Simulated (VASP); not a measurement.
Write the native input for VASP 6.6.1 that does the following.

| Property | Result |
| --- | --- |
| Task | single point |
| Functional | PBEsol |
| Potentials or basis | VASP PAW PBE potentials, release 64 (F, Li_sv, Na_pv) |
| Cutoff | 520 eV |
| k mesh | 1 × 1 × 1, shifted |
| Occupations | fermi-dirac, width 0.05 eV |
| Spin | no spin polarisation |
| Dipole correction | no |
| Further INCAR settings | LREAL = Auto; ALGO = Normal; EDIFF = 1e-06; NBANDS = 226; ISYM = 0 |

The structure of Na7Li9F16 lies in POSCAR:

```
Na7Li9F16
1.0
    8.6577093102      0.0000000000      0.0000000000
    0.0000000000      8.6577093102      0.0000000000
    0.0000000000      0.0000000000      8.6577093102
F Li Na
32 18 14
Direct
    0.2378270000      0.0114570000      0.9969090000
    0.2629700000      0.0151580000      0.5128240000
    0.2311980000      0.4778860000      0.9994670000
    0.2620260000      0.4888990000      0.5000320000
    0.7580170000      0.0148280000      0.9878510000
    0.7349970000      0.0228950000      0.5175670000
    0.7627230000      0.4811260000      0.0001340000
    0.7410680000      0.4855650000      0.5010570000
    0.9993720000      0.2448110000      0.9985990000
    0.9971540000      0.2491660000      0.5126060000
    0.0142390000      0.7698700000      0.9988130000
    0.9932730000      0.7474350000      0.4989230000
    0.4832640000      0.2507270000      0.9848940000
    0.4986720000      0.2541240000      0.5139860000
    0.4886510000      0.7515320000      0.9994330000
    0.5155070000      0.7302780000      0.5019740000
    0.0095300000      0.0142270000      0.2395740000
    0.9898610000      0.0178350000      0.7614890000
    0.9883450000      0.4832150000      0.2352670000
    0.9877540000      0.4818670000      0.7643860000
    0.4872630000      0.0025060000      0.2669600000
    0.5030050000      0.0187690000      0.7393080000
    0.5153760000      0.4967110000      0.2597520000
    0.5134520000      0.4839690000      0.7400180000
    0.2344200000      0.2364020000      0.2591290000
    0.2401700000      0.2369180000      0.7499590000
    0.2492860000      0.7683210000      0.2350250000
    0.2509890000      0.7722600000      0.7629790000
    0.7632740000      0.2577860000      0.2512400000
    0.7502710000      0.2540670000      0.7540950000
    0.7521850000      0.7355000000      0.2633060000
    0.7513430000      0.7239280000      0.7352340000
    0.0029060000      0.0113860000      0.9930530000
    0.9993570000      0.4702650000      0.9983800000
    0.5016920000      0.0289570000      0.5114100000
    0.5098320000      0.4885430000      0.5055270000
    0.2416300000      0.2450010000      0.9839530000
    0.2502140000      0.2439180000      0.5062940000
    0.2380640000      0.7825140000      0.9992230000
    0.7706500000      0.2516620000      0.9905310000
    0.7526450000      0.2546660000      0.5082840000
    0.7380940000      0.7168630000      0.5048210000
    0.2425790000      0.0124890000      0.2425200000
    0.2535650000      0.0142830000      0.7482620000
    0.7515020000      0.0320910000      0.7463830000
    0.7540740000      0.4844220000      0.2502390000
    0.7513260000      0.4868510000      0.7492980000
    0.0011480000      0.2464720000      0.2393960000
    0.0011330000      0.2468850000      0.7484820000
    0.5058090000      0.2523810000      0.7483680000
    0.9978610000      0.0023830000      0.5024930000
    0.9975730000      0.4941140000      0.4993440000
    0.4971370000      0.0046710000      0.9982380000
    0.4999770000      0.4975520000      0.9983900000
    0.2597740000      0.7574460000      0.4987000000
    0.7572940000      0.7446910000      0.9960840000
    0.2494570000      0.4958690000      0.2471180000
    0.2508750000      0.4970710000      0.7521550000
    0.7506840000      0.0014400000      0.2570240000
    0.0003710000      0.7478260000      0.2453540000
    0.9979110000      0.7527710000      0.7521220000
    0.4980800000      0.2501310000      0.2516760000
    0.5007540000      0.7497590000      0.2541000000
    0.5041930000      0.7553080000      0.7472360000
```

The input as run:

INCAR

```
PREC = Accurate
ENCUT = 520
EDIFF = 1E-6
ISMEAR = -1
SIGMA = 0.05
LREAL = Auto
LASPH = True
NELM = 100
ALGO = Normal
ISIF = 2
LWAVE = False
LCHARG = False
GGA = PS
NBANDS = 226
ISYM = 0
```

KPOINTS

```
Automatic mesh
0
Gamma
  1 1 1
  0.25 0.25 0.25
```

Potentials or basis: VASP PAW PBE potentials, release 64 (F, Li_sv, Na_pv).

The run is started by

```sh
$ cat potpaw_PBE.64/F/POTCAR potpaw_PBE.64/Li_sv/POTCAR potpaw_PBE.64/Na_pv/POTCAR > POTCAR
$ mpirun -np 1 vasp_std > vasp.out
```

Results of the run:

- Largest force: 0.021 eV/Å
- Band gap on the k mesh: 7.56 eV

Caveat: the PAW data sets were made with another functional, which shifts forces and pressure a little; a shifted mesh leaves out Γ, where band edges can lie.

Run time: 18 min on 1 thread of Intel(R) Xeon(R) Platinum 8259CL CPU @ 2.50GHz (Skylake/Cascade Lake) (shared host), peak memory 0.81 GiB.
